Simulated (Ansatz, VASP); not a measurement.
**CdS in VASP and in Ansatz**

INCAR

```
SYSTEM = CdS
PREC     = Accurate       ! precision mode
ENCUT    = 520            ! plane-wave cutoff, eV
EDIFF    = 1E-6           ! SCF threshold, eV
ISMEAR   = 0              ! smearing method
SIGMA    = 0.05           ! smearing width, eV
LREAL    = .False.        ! projectors in reciprocal space
LASPH    = .True.         ! aspherical terms in the spheres
NELM     = 100            ! most SCF steps
ALGO     = Normal         ! electronic algorithm
ISIF     = 2              ! what is computed and relaxed
LWAVE    = .False.        ! write WAVECAR
LCHARG   = .True.         ! write CHGCAR
GGA      = PE             ! functional
LELF     = .True.         ! ELF
LVHAR    = .True.       
NBANDS   = 16             ! bands
```

The input KPOINTS:

```
Automatic mesh
0
Gamma
  8 8 8
  0 0 0
```

POSCAR

```
CdS
1.0
    0.0000000000      2.7936000000      2.6772000000
    2.7936000000      0.0000000000      2.6772000000
    2.7936000000      2.7936000000      0.0000000000
Cd S
1 1
Direct
    0.0000000000      0.0000000000      0.0000000000
    0.7500000000      0.7500000000      0.7500000000
```

Input for Ansatz:

```yaml
crystal:
  lattice:
    - [0.0, 2.7936, 2.6772]
    - [2.7936, 0.0, 2.6772]
    - [2.7936, 2.7936, 0.0]
  atoms:
    - { symbol: Cd, position: [0.0, 0.0, 0.0] }
    - { symbol: S, position: [0.75, 0.75, 0.75] }
basis:
  ecutwfc: 420
kpoints:
  mp_grid: { grid: [8, 8, 8] }
hamiltonian:
  xc: pbe
scf:
  occupations: { method: gaussian, width: 0.05 }
output:
  forces: true
  stress: true
  eigenvalues: true
```

Change from the starting cell: strain -0.040 along x and y, -0.080 along z, atoms carried along.

Alike in both runs: task single point; functional PBE; k mesh 8 × 8 × 8; occupations gaussian, width 0.05 eV; no spin polarisation.

|  | VASP | Ansatz |
| --- | --- | --- |
| version | VASP 6.6.1 | Ansatz 0.2.0 |
| potentials or method | VASP PAW PBE potentials, release 64 (Cd, S), cutoff 520 eV | scalar-relativistic, plane waves, PAW |
| valence electrons in the cell | 18 | 26 |

```tsv
	VASP	Ansatz	Ansatz less VASP
gap on the k mesh at the Fermi level (eV)	1.41	1.39	-0.021
least direct gap on the mesh (eV)	1.41	1.39	-0.021
pressure (GPa)	20.0	19.3	-0.74
traceless stress, the component that is largest in VASP (GPa)	-0.18	-0.15	+0.025
```

VASP's potentials hold 18 valence electrons a cell and Ansatz's 26, so a difference there can come from the potentials and not from the codes.
